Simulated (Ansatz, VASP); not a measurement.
# Ni in VASP and in Ansatz

INCAR

```
PREC = Accurate ; ENCUT = 520
EDIFF = 1E-6 ; ISMEAR = -1
SIGMA = 0.05 ; LREAL = F
LASPH = T ; NELM = 150
ALGO = Normal ; ISIF = 2
LWAVE = F ; LCHARG = F
ISPIN = 2 ; MAGMOM = 0.607
LORBIT = 11 ; LMAXMIX = 4
NBANDS = 15
```

The input KPOINTS:

```
Automatic mesh
0
Gamma
  26 26 26
```

File POSCAR:

```
Ni
1.0
    0.0000000000      1.7569639572      1.7569639572
    1.7569639572      0.0000000000      1.7569639572
    1.7569639572      1.7569639572      0.0000000000
Ni
1
Direct
    0.0000000000      0.0000000000      0.0000000000
```

Input for Ansatz:

```yaml
crystal:
  lattice:
    - [0.0, 1.7569639572, 1.7569639572]
    - [1.7569639572, 0.0, 1.7569639572]
    - [1.7569639572, 1.7569639572, 0.0]
  atoms:
    - { symbol: Ni, position: [0.0, 0.0, 0.0], spin: 0.607 }
hamiltonian:
  xc: lda
  pseudopotentials:
    kind: paw
    azcp:
      Ni: "pseudopotentials/Ni.paw.azcp"
basis:
  ecutwfc: 420
  fft_grid_basis: typed
kpoints:
  mp_grid: { grid: [26, 26, 26], shift: [0, 0, 0] }
magnetization:
  spin_polarized: true
scf:
  occupations: { method: fermi_dirac, width: 0.05 }
output:
  stress: true
```

Alike in both runs: task single point; functional LDA; k mesh 26 × 26 × 26; occupations fermi-dirac, width 0.05 eV; collinear spin.

|  | VASP | Ansatz |
| --- | --- | --- |
| version | VASP 6.6.1 | Ansatz 0.2.0 |
| potentials or method | VASP PAW LDA potentials, release 64 (Ni), cutoff 520 eV | plane waves (420 eV) with PAW, scalar-relativistic |
| valence electrons in the cell | 10 | 18 |

Ansatz gave:

| Property | Result |
| --- | --- |
| pressure (GPa) | -16.5 |
| net moment per atom (μB) | 0.61 |
| size of the moment on the site where the two differ most (μB) | 0.64 |

Problem. What did VASP give for the same quantities?

Solution. Pressure (GPa): -16.4; net moment per atom (μB): 0.58; size of the moment on the site where the two differ most (μB): 0.59.

Ansatz warns that its potentials were made for another functional, while VASP's fit it. LDA's correlation is that of Perdew and Zunger in VASP and of Perdew and Wang (1992) in Ansatz. Site moments also hang on the region over which each program counts them. VASP's potentials hold 10 valence electrons a cell and Ansatz's 18, so a difference there can come from the potentials and not from the codes.
